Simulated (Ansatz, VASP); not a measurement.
CsPbBr3: VASP beside Ansatz

```
CELL_PARAMETERS angstrom
5.94296 0.00000 0.00000
0.00000 5.94296 0.00000
0.00000 0.00000 5.94296
ATOMIC_POSITIONS crystal
Cs 0.00000 0.00000 0.00000
Pb 0.50000 0.50000 0.50000
Br 0.50000 0.50000 0.00000
Br 0.50000 0.00000 0.50000
Br 0.00000 0.50000 0.50000
```

Alike in both runs: task single point; functional r2SCAN; k mesh 4 × 4 × 4; no spin polarisation.

|  | VASP | Ansatz |
| --- | --- | --- |
| version | VASP 6.6.1 | Ansatz 0.2.0 |
| potentials or method | VASP PAW PBE potentials, release 64 (Cs_sv, Pb_d, Br) | plane waves, PAW |
| plane-wave cutoff (eV) | 520 | 500 |
| occupations | gaussian, width 0.01 eV | fixed |
| valence electrons in the cell | 44 | 44 |

```tsv
	VASP	Ansatz	Ansatz less VASP
gap on the k mesh at the Fermi level (eV)	2.06	2.04	-0.012
pressure (GPa)	0.0	0.0	0.00
```

VASP's potentials were made for PBE, not for r2SCAN.

Spin-orbit coupling is off throughout.
